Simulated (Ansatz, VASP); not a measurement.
# BAs in VASP and in Ansatz

```xyz
2
Lattice="0.0000 2.3562 2.3562 2.3562 0.0000 2.3562 2.3562 2.3562 0.0000" Properties=species:S:1:pos:R:3 pbc="T T T"
As    3.5343    3.5343    3.5343
B     0.0000    0.0000    0.0000
```

Alike in both runs: task single point; functional PBE; k mesh 10 × 10 × 10; occupations fermi-dirac, width 0.05 eV; non-collinear spin, spin-orbit coupling.

|  | VASP | Ansatz |
| --- | --- | --- |
| version | VASP 6.6.1 | Ansatz 0.2.0 |
| potentials or method | VASP PAW PBE potentials, release 64 (As, B) | Ansatz PAW |
| plane-wave cutoff (eV) | 520 | 420 |
| valence electrons in the cell | 8 | 18 |

```tsv
	VASP	Ansatz	Ansatz less VASP
pressure (GPa)	9.9	9.1	-0.84
net moment per atom (μB)	0.00	0.00	0.000
```

The functional is the same, so the differences come from potentials, cutoffs and numerics. VASP's potentials hold 8 valence electrons a cell and Ansatz's 18, so a difference there can come from the potentials and not from the codes.
